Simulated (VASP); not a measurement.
# Ga8As7P (P1) in VASP: single point with PBEsol

Aim: the single point of Ga8As7P with PBEsol.

All numbers are computed with VASP 6.6.1; they aren't measurements. Logs are shortened: lines on timing, memory, paths and dates and some standing lists are left out, and cuts for length are marked.

### 1 The cell of the first run

The typed cell holds 64 atoms: a = 11.261 Å, b = 11.261 Å, c = 11.261 Å, α = 90.00°, β = 90.00°, γ = 90.00°.

### 2 Single point, PBEsol

Input file INCAR:

```
PREC = Accurate
ENCUT = 500
EDIFF = 1E-6
ISMEAR = -1
SIGMA = 0.05
LREAL = Auto
LASPH = T
NELM = 120
ALGO = Normal
ISIF = 2
LWAVE = F
LCHARG = F
GGA = PS
NBANDS = 326
ISYM = -1
GGA_COMPAT = F
```

Input file KPOINTS:

```
explicit points
1
Reciprocal
  0.25000000   0.25000000   0.25000000 1
```

Input file POSCAR:

```
Ga8As7P
1.0
   11.2613783169      0.0000000000      0.0000000000
    0.0000000000     11.2613783169      0.0000000000
    0.0000000000      0.0000000000     11.2613783169
Ga As P
32 28 4
Direct
    0.9994390000      0.0003950000      0.9999110000
    0.0026090000      0.0031590000      0.5034970000
    0.9997270000      0.4994770000      0.9987800000
    0.9960370000      0.4969540000      0.5031070000
    0.4993870000      0.9994550000      0.9991730000
    0.5035320000      0.9969940000      0.4968250000
    0.5007380000      0.5005230000      0.9997850000
    0.5030360000      0.5030230000      0.5035490000
    0.2495730000      0.2500100000      0.9995530000
    0.2474860000      0.2465420000      0.5034570000
    0.2511780000      0.7504540000      0.9994740000
    0.2498450000      0.7495200000      0.5002070000
    0.7503860000      0.2499000000      0.9994050000
    0.7534620000      0.2532590000      0.5033750000
    0.7502180000      0.7493880000      0.9996550000
    0.7440350000      0.7500500000      0.5001120000
    0.2502630000      0.9998150000      0.2503210000
    0.2471140000      0.0030990000      0.7462190000
    0.2506250000      0.4999250000      0.2517190000
    0.2499530000      0.4995730000      0.7502340000
    0.7473580000      0.9965740000      0.2549320000
    0.7500630000      0.9996720000      0.7498710000
    0.7501390000      0.4998060000      0.2502360000
    0.7505290000      0.4998250000      0.7428350000
    0.9997100000      0.2493570000      0.2504160000
    0.9991910000      0.2503200000      0.7433730000
    0.9997020000      0.7498330000      0.2516750000
    0.9994290000      0.7497620000      0.7495630000
    0.5001890000      0.2502500000      0.2515330000
    0.5000420000      0.2493480000      0.7495860000
    0.5035410000      0.7533350000      0.2536760000
    0.5036670000      0.7464680000      0.7463210000
    0.1249520000      0.1246920000      0.1251650000
    0.1250590000      0.6248220000      0.1250340000
    0.1240330000      0.6237270000      0.6247910000
    0.6251360000      0.1237120000      0.1260210000
    0.6258890000      0.1248250000      0.6239090000
    0.6251000000      0.6258290000      0.1261890000
    0.3752250000      0.3749850000      0.1250220000
    0.3750660000      0.3748470000      0.6248070000
    0.3760970000      0.8747110000      0.1261990000
    0.3761100000      0.8748940000      0.6241000000
    0.8750560000      0.3747450000      0.1250100000
    0.8740650000      0.8748770000      0.1261610000
    0.8740830000      0.8747020000      0.6238050000
    0.3750490000      0.1240080000      0.3763020000
    0.3738910000      0.1246780000      0.8738490000
    0.3770080000      0.6258810000      0.3761620000
    0.3760810000      0.6249810000      0.8735710000
    0.8748060000      0.1249490000      0.3769260000
    0.8758040000      0.1258230000      0.8728330000
    0.8730460000      0.6248710000      0.3770520000
    0.8737390000      0.6237160000      0.8729330000
    0.1240770000      0.3739310000      0.3771790000
    0.1236540000      0.3735260000      0.8728840000
    0.1248550000      0.8759220000      0.3764200000
    0.1248840000      0.8758530000      0.8738160000
    0.6258630000      0.3758770000      0.3771310000
    0.6260480000      0.3758220000      0.8727580000
    0.6248300000      0.8738170000      0.8740290000
    0.1237880000      0.1258720000      0.6251040000
    0.6262640000      0.6247870000      0.6239150000
    0.8748830000      0.3748780000      0.6248070000
    0.6250980000      0.8739650000      0.3763880000
```

Potentials or basis: VASP PAW PBE potentials, release 64 (Ga_d, As, P).

Started as:

```sh
cat potpaw_PBE.64/Ga_d/POTCAR potpaw_PBE.64/As/POTCAR potpaw_PBE.64/P/POTCAR > POTCAR
mpirun -np 1 vasp_std > vasp.out
```

OUTCAR:

```text
PREC = Accurate
   ENCUT = 500
   EDIFF = 1E-6
   ISMEAR = -1
   LREAL = Auto
   LASPH = T
   NELM = 120
   ISIF = 2
   GGA = PS
   ISYM = -1

 ion  position               nearest neighbor table
   1  0.999  0.000  1.000-  33 2.44  57 2.45  51 2.45  44 2.45
   2  0.003  0.003  0.503-  61 2.38  50 2.45  56 2.45  45 2.45
   3  1.000  0.499  0.999-  43 2.44  55 2.44  53 2.45  34 2.45
   4  0.996  0.497  0.503-  63 2.37  35 2.45  52 2.45  54 2.45
   5  0.499  0.999  0.999-  41 2.44  47 2.44  60 2.45  36 2.45
   6  0.504  0.997  0.497-  64 2.37  46 2.45  42 2.45  37 2.45
[... 56 lines left out ...]
  63  0.875  0.375  0.625-  14 2.37   4 2.37  24 2.39  26 2.39
  64  0.625  0.874  0.376-  31 2.37   6 2.37  21 2.38  16 2.38

IMPORTANT INFORMATION: All symmetrisations will be switched off!
NOSYMM: (Re-)initialisation of all symmetry stuff for point group C_1.

----------------------------------------------------------------------------------------

                                     Primitive cell

  volume of cell :    1428.1527

  direct lattice vectors                    reciprocal lattice vectors
    11.261378317  0.000000000  0.000000000     0.088799077  0.000000000  0.000000000
     0.000000000 11.261378317  0.000000000     0.000000000  0.088799077  0.000000000
     0.000000000  0.000000000 11.261378317     0.000000000  0.000000000  0.088799077

  length of vectors
    11.261378317 11.261378317 11.261378317     0.088799077  0.088799077  0.088799077

  position of ions in fractional coordinates (direct lattice)
     0.999439000  0.000395000  0.999911000
     0.002609000  0.003159000  0.503497000
     0.999727000  0.499477000  0.998780000
     0.996037000  0.496954000  0.503107000
     0.499387000  0.999455000  0.999173000
     0.503532000  0.996994000  0.496825000
[... 56 lines left out ...]
     0.874883000  0.374878000  0.624807000
     0.625098000  0.873965000  0.376388000

  ion indices of the primitive-cell ions
   primitive index   ion index
                 1           1
                 2           2
                 3           3
                 4           4
                 5           5
                 6           6
[... 56 lines left out ...]
                63          63
                64          64

----------------------------------------------------------------------------------------

 KPOINTS: explicit points

Read explicit list of k-points.

 Found      1 k-points:

 Following reciprocal coordinates:
            Coordinates               Weight
  0.250000  0.250000  0.250000      1.000000
   k-points           NKPTS =      1   k-points in BZ     NKDIM =      1   number of bands    NBANDS=    326
   number of dos      NEDOS =    301   number of ions     NIONS =     64
   total plane-waves  NPLWV = 592704
   dimension x,y,z NGX =    84 NGY =   84 NGZ =   84
   dimension x,y,z NGXF=   168 NGYF=  168 NGZF=  168
   ions per type =              32  28   4
   NGX,Y,Z   is equivalent  to a cutoff of  12.40, 12.40, 12.40 a.u.
   NGXF,Y,Z  is equivalent  to a cutoff of  24.80, 24.80, 24.80 a.u.
 SYSTEM =  unknown system
   PREC   = accura    normal or accurate (medium, high low for compatibility)
   ISTART =      0    job   : 0-new  1-cont  2-samecut
   ICHARG =      2    charge: 1-file 2-atom 10-const
   ISPIN  =      1    spin polarized calculation?
   LNONCOLLINEAR =      F non collinear calculations
   LSORBIT =      F    spin-orbit coupling
   LASPH  =      T    aspherical Exc in radial PAW
   ENCUT  =  500.0 eV  36.75 Ry    6.06 a.u.  20.53 20.53 20.53*2*pi/ulx,y,z
   NELM   =    120;   NELMIN=  2; NELMDL= -5     # of ELM steps
   EDIFF  = 0.1E-05   stopping-criterion for ELM
   LREAL  =      T    real-space projection
   EDIFFG = 0.1E-04   stopping-criterion for IOM
   NSW    =      0    number of steps for IOM
   IBRION =     -1    ionic relax: 0-MD 1-quasi-New 2-CG
   NFREE  =      0    steps in history (QN), initial steepest desc. (CG)
   ISIF   =      2    stress and relaxation
   ISYM   =     -1    0-nonsym 1-usesym 2-fastsym
   POTIM  = 0.5000    time-step for ionic-motion
   TEBEG  =    0.0;   TEEND  =   0.0 temperature during run
   PSTRESS=    0.0 pullay stress
   NELECT =     576.0000    total number of electrons
   NUPDOWN=      -1.0000    fix difference up-down
   EMIN   =  10.00;   EMAX   =-10.00  energy-range for DOS
   EFERMI =   0.00;   METHOD = LEGACY
   ISMEAR =    -1;   SIGMA  =   0.05  broadening in eV -4-tet -1-fermi 0-gaus
   EFERMI_NEDOS =   21; number of points for ismear=-14 and -15
   IALGO  =     38    algorithm
   IMIX   =      4    mixing-type and parameters
     AMIX     =   0.40;   BMIX     =  1.00
     AMIX_MAG =   1.60;   BMIX_MAG =  1.00
  volume/ion in A,a.u.               =      22.31       150.59
  Fermi-wavevector in a.u.,A,eV,Ry     =   1.209551  2.285720 19.905502  1.463013
  Thomas-Fermi vector in A             =   2.345125
   LORBIT       =      0    0 simple, 1 ext, 2 COOP (PROOUT), +10 PAW based schemes
   GGA     = PS    functional components
   LHFCALC =     F    Hartree Fock is set to
   AEXX    =    0.0000 exact exchange contribution
   IVDW    =     0    specifies the selected vdW correction
   LEPSILON=     F    determine dielectric tensor
   LRPA    =     F    only Hartree local field effects (RPA)
 non-spin polarized calculation
  energy-cutoff  :      500.00
  volume of cell :     1428.15
 maximum number of plane-waves:     36273
 NGX is ok and might be reduce to    84
   NGX = 41   NGY = 41   NGZ = 41

 number of electron     575.9999967 magnetization

 Free energy of the ion-electron system (eV)
  ---------------------------------------------------
  ext. energy  EPLUGINS =         0.00000000
  ---------------------------------------------------
  free energy    TOTEN  =      -294.00814596 eV

  energy without entropy =     -294.00813885  energy(sigma->0) =     -294.00814241

 E-fermi :   4.3441     XC(G=0):  -9.7977

 val. band max:        3.6691572546   @ k =   0.2500   0.2500   0.2500
 cond. band min:       4.9891273299   @ k =   0.2500   0.2500   0.2500
 fundamental gap:      1.3199700752
 Fermi energy:         4.3440544447

 k-point     1 :       0.2500    0.2500    0.2500
  band No.  band energies     occupation
      1     -10.9919      2.00000
      2     -10.9899      2.00000
      3     -10.9858      2.00000
      4     -10.9848      2.00000
      5     -10.9798      2.00000
      6     -10.9741      2.00000
[... 292 lines left out ...]
    299       5.9861      0.00000
    300       6.1848      0.00000
 [bands above 300 left out]

------------------------ aborting loop because EDIFF is reached ----------------------------------------

  FORCE on cell =-STRESS in cart. coord.  units (eV):
  Direction    XX          YY          ZZ          XY          YZ          ZX
  --------------------------------------------------------------------------------------
  -------------------------------------------------------------------------------------
  Total        1.0142912      0.9967252      1.0444224     -6.9995487     -6.9417807     -7.0370737
  in kB        1.1378855      1.1181791      1.1716884     -7.8524644     -7.7876572     -7.8945620
  external PRESSURE =       1.1425844 kB  Pullay stress =       0.0000000 kB

 VOLUME and BASIS-vectors are now :
 -----------------------------------------------------------------------------
  energy-cutoff  :      500.00
  volume of cell :     1428.15
      direct lattice vectors                 reciprocal lattice vectors
    11.261378317  0.000000000  0.000000000     0.088799077  0.000000000  0.000000000
     0.000000000 11.261378317  0.000000000     0.000000000  0.088799077  0.000000000
     0.000000000  0.000000000 11.261378317     0.000000000  0.000000000  0.088799077

 POSITION                                       TOTAL-FORCE (eV/Angst)
 -----------------------------------------------------------------------------------
     11.25506      0.00445     11.26038        -0.000616      0.008272      0.003309
      0.02938      0.03557      5.67007         0.014290      0.011968      0.014397
     11.25830      5.62480     11.24764        -0.008991     -0.003793      0.008123
     11.21675      5.59639      5.66568        -0.012711     -0.011261      0.018324
      5.62379     11.25524     11.25207         0.000475     -0.003252      0.007271
      5.67046     11.22753      5.59493         0.015530     -0.015870     -0.013018
[... 56 lines left out ...]
      9.85239      4.22164      7.03619         0.002449      0.005303      0.003629
      7.03947      9.84205      4.23865         0.006477     -0.012343      0.000841
 -----------------------------------------------------------------------------------
    total drift:                                0.005087      0.004650      0.001825

  FREE ENERGIE OF THE ION-ELECTRON SYSTEM (eV)
  ---------------------------------------------------
  free  energy   TOTEN  =      -294.0081459605 eV

  energy  without entropy=     -294.0081388518  energy(sigma->0) =     -294.00814241
```

Run time: 19 min. Hardware: 1 thread of Intel Xeon Platinum 8259CL at 2.50GHz (Skylake/Cascade Lake), shared host; peak memory 1.2 GiB.

Results:

* Free energy: -294.0081 eV
* Pressure: 0.1 GPa
* Largest force: 0.036 eV/Å
* Band gap on the k mesh: 1.32 eV

Forces on the atoms (eV/Å):
```
Ga  -0.001  0.008  0.003
Ga   0.014  0.012  0.014
Ga  -0.009 -0.004  0.008
Ga  -0.013 -0.011  0.018
Ga   0.000 -0.003  0.007
Ga   0.016 -0.016 -0.013
Ga   0.004  0.007  0.002
Ga   0.012  0.013  0.010
Ga  -0.007 -0.001  0.002
Ga  -0.011 -0.012  0.015
Ga   0.001  0.009  0.003
Ga  -0.002  0.003  0.001
Ga   0.008 -0.002 -0.001
Ga   0.011  0.019  0.013
Ga  -0.008  0.002  0.004
Ga  -0.019  0.009 -0.013
Ga   0.001  0.002  0.004
Ga  -0.014  0.017 -0.019
Ga   0.002  0.001 -0.002
Ga   0.000 -0.003 -0.002
Ga  -0.021 -0.019  0.013
Ga   0.004  0.002  0.006
Ga   0.001  0.009  0.004
Ga   0.001 -0.007 -0.015
Ga  -0.003  0.002 -0.003
Ga   0.004  0.004 -0.017
Ga  -0.007  0.006  0.002
Ga  -0.003  0.002 -0.002
Ga  -0.002  0.000  0.003
Ga  -0.005  0.007 -0.002
Ga   0.023  0.017  0.023
Ga   0.005 -0.004 -0.006
As   0.004  0.006 -0.010
As   0.003  0.003 -0.003
As  -0.008 -0.002 -0.006
As   0.000  0.003  0.004
As  -0.003 -0.004  0.000
As   0.001 -0.003 -0.009
As  -0.010 -0.005  0.000
As   0.001 -0.002 -0.003
As  -0.006  0.003 -0.009
As   0.003 -0.003  0.005
As  -0.002  0.001 -0.006
As  -0.001 -0.006  0.006
As  -0.003 -0.007 -0.004
As  -0.005 -0.005  0.000
As   0.005 -0.006 -0.002
As   0.001 -0.003  0.003
As   0.008 -0.004  0.001
As   0.004  0.000  0.000
As  -0.002  0.003 -0.008
As  -0.008 -0.001  0.008
As   0.003 -0.005 -0.007
As  -0.009 -0.008  0.008
As   0.006  0.001  0.000
As   0.002 -0.004 -0.005
As   0.004 -0.003 -0.003
As   0.008 -0.008  0.003
As   0.010  0.006 -0.010
As  -0.001 -0.004 -0.013
P    0.006  0.001 -0.005
P   -0.005 -0.003 -0.002
P    0.002  0.005  0.004
P    0.006 -0.012  0.001
```

Stress tensor (GPa, compression positive):
```
 0.11 -0.79 -0.79
-0.79  0.11 -0.78
-0.79 -0.78  0.12
```

Caveat: the PAW data sets were made with another functional, which shifts forces and pressure a little; a shifted mesh leaves out Γ, where band edges can lie.
